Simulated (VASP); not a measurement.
Wanted: the native input for a VASP 6.6.1 run.

- Task: single point
- Functional: PBE
- Potentials or basis: VASP PAW PBE potentials, release 64 (Be, H)
- Cutoff: 520 eV
- k mesh: 6 × 6 × 6
- Occupations: gaussian, width 0.1 eV
- Spin: no spin polarisation
- Dipole correction: no
- Further INCAR settings: ALGO = Normal; EDIFF = 1e-06; NBANDS = 18

The structure of Be2H3 lies in POSCAR:

```
Be2H3
1.0
    2.2088922884      1.2753045573      4.0205156756
   -2.2088922884      1.2753045573      4.0205156756
    0.0000000000     -2.5506091147      4.0205156756
Be H
4 6
Direct
    0.8521800000      0.8521800000      0.8521800000
    0.6478200000      0.6478200000      0.6478200000
    0.1478200000      0.1478200000      0.1478200000
    0.3521800000      0.3521800000      0.3521800000
    0.0562500000      0.4437500000      0.7500000000
    0.7500000000      0.0562500000      0.4437500000
    0.4437500000      0.7500000000      0.0562500000
    0.9437500000      0.5562500000      0.2500000000
    0.2500000000      0.9437500000      0.5562500000
    0.5562500000      0.2500000000      0.9437500000
```

The input as run:

INCAR

```
SYSTEM = Be2H3
PREC     = Accurate       ! precision mode
ENCUT    = 520            ! plane-wave cutoff, eV
EDIFF    = 1E-6           ! SCF threshold, eV
ISMEAR   = 0              ! smearing method
SIGMA    = 0.1            ! smearing width, eV
LREAL    = .FALSE.        ! projectors in reciprocal space
LASPH    = .TRUE.         ! aspherical terms in the spheres
NELM     = 80             ! most SCF steps
ALGO     = Normal         ! electronic algorithm
ISIF     = 2              ! what is computed and relaxed
LWAVE    = .FALSE.        ! write WAVECAR
LCHARG   = .FALSE.        ! write CHGCAR
GGA      = PE             ! functional
NBANDS   = 18             ! bands
```

KPOINTS

```
regular mesh
0
G
  6 6 6
  0 0 0
```

Potentials or basis: VASP PAW PBE potentials, release 64 (Be, H).

The run is started by

```sh
$ cat potpaw_PBE.64/Be/POTCAR potpaw_PBE.64/H/POTCAR > POTCAR
$ mpirun -np 1 vasp_std > vasp.out
```

It gave:

```json
{"Pressure": "-9.9 GPa", "Largest force": "0.211 eV/Å", "Band gap on the k mesh": "zero (bands 7 and 8 overlap by 2.37 eV)"}
```

Caveat: the cell stands under tension.

Wall time 25 s on 1 thread of Intel(R) Xeon(R) Platinum 8488C (Sapphire Rapids), with other jobs on the host, peak memory 0.2 GiB.
